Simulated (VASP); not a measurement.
Set up this calculation in VASP 6.6.1, as the native input.

```yaml
Task: single point
Functional: PBE
Potentials_or_basis: VASP PAW PBE potentials, release 64 (Hg, Te)
Cutoff: 500 eV
k_mesh: 6 × 6 × 2
Occupations: fermi-dirac, width 0.02 eV
Spin: no spin polarisation
Dipole_correction: no
Further_INCAR_settings: ALGO = Normal; EDIFF = 1e-06; NBANDS = 26
```

The structure of HgTe lies in POSCAR:

```
HgTe
1.0
    4.2336391969      0.0000000000      0.0000000000
   -2.1168195985      3.6664390950      0.0000000000
    0.0000000000      0.0000000000      7.3965767620
Hg Te
2 2
Direct
    0.0000000000      0.0000000000      0.0000000000
    0.0000000000      0.0000000000      0.5000000000
    0.3333333333      0.6666666667      0.2500000000
    0.6666666667      0.3333333333      0.7500000000
```

These files were run (other wordings do the same):

INCAR

```
SYSTEM = HgTe
PREC = Accurate
ENCUT = 500
EDIFF = 1E-6
ISMEAR = -1
SIGMA = 0.02
LREAL = .FALSE.
LASPH = .TRUE.
NELM = 120
ALGO = Normal
ISIF = 2
LWAVE = .FALSE.
LCHARG = .FALSE.
GGA = PE
NBANDS = 26
GGA_COMPAT = .FALSE.
```

KPOINTS

```
Automatic mesh
0
G
  6 6 2
  0 0 0
```

Potentials or basis: VASP PAW PBE potentials, release 64 (Hg, Te).

Launch:

```bash
$ cat potpaw_PBE.64/Hg/POTCAR potpaw_PBE.64/Te/POTCAR > POTCAR
$ mpirun -np 1 vasp_std > vasp.out
```

Results of the run:

```json
{"Pressure": "1.1 GPa", "Band gap on the k mesh": "zero (band 18 reaches 4.64 eV, above the bottom of band 19 at 2.35 eV)"}
```

Caveat: the k points lie up to 0.42 Å⁻¹ apart; spin-orbit coupling is left out, which moves the levels of the heavy elements.

Wall time 41 s on 1 thread of AMD EPYC 7R43 64-Core Processor (Zen 3) (shared host), peak memory 0.2 GiB.
